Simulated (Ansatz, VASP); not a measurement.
# One calculation of Si, two programs

The input INCAR:

```
SYSTEM = Si
PREC     = Accurate       ! precision mode
ENCUT    = 520            ! plane-wave cutoff, eV
EDIFF    = 1E-6           ! SCF threshold, eV
ISMEAR   = 0              ! smearing method
SIGMA    = 0.15           ! smearing width, eV
LREAL    = .False.        ! projectors in reciprocal space
LASPH    = .True.         ! aspherical terms in the spheres
NELM     = 100            ! most SCF steps
ALGO     = Normal         ! electronic algorithm
ISIF     = 2              ! what is computed and relaxed
LWAVE    = .False.        ! write WAVECAR
LCHARG   = .True.         ! write CHGCAR
LELF     = .True.         ! ELF
LVHAR    = .True.       
NBANDS   = 8              ! bands
```

The input KPOINTS:

```
Automatic mesh
0
Gamma
  28 28 28
  0 0 0
```

Contents of POSCAR:

```
Si
1.0
   -1.6847328291      1.6847328291      1.2656679211
    1.6847328291     -1.6847328291      1.2656679211
    1.6847328291      1.6847328291     -1.2656679211
Si
1
Direct
    0.0000000000      0.0000000000      0.0000000000
```

Input for Ansatz:

```yaml
crystal:
  lattice:
    - [-1.6847328291, 1.6847328291, 1.2656679211]
    - [1.6847328291, -1.6847328291, 1.2656679211]
    - [1.6847328291, 1.6847328291, -1.2656679211]
  atoms:
    - { symbol: Si, position: [0.0, 0.0, 0.0] }
basis:
  ecutwfc: 420
kpoints:
  mp_grid: { grid: [28, 28, 28] }
hamiltonian:
  xc: lda
scf:
  occupations: { method: gaussian, width: 0.15 }
output:
  forces: true
  stress: true
  eigenvalues: true
```

Change from the starting cell: strain +0.030 along x and y, -0.030 along z, atoms carried along.

Alike in both runs: task single point; functional LDA; k mesh 28 × 28 × 28; occupations gaussian, width 0.15 eV; no spin polarisation.

```csv
,VASP,Ansatz
version,VASP 6.6.1,Ansatz 0.2.0
potentials or method,"VASP PAW LDA potentials, release 64 (Si), cutoff 520 eV","scalar-relativistic, plane waves, PAW"
valence electrons in the cell,4,4
```

|  | VASP | Ansatz | Ansatz less VASP |
| --- | --- | --- | --- |
| gap on the k mesh at the Fermi level (eV) | none | none | - |
| pressure (GPa) | -1.9 | -1.9 | -0.05 |
| traceless stress, the component that is largest in VASP (GPa) | 2.71 | 2.70 | -0.004 |

LDA's correlation is that of Perdew and Zunger in VASP and of Perdew and Wang (1992) in Ansatz. A gap of «none» marks a metal or a gap that the smearing closes.
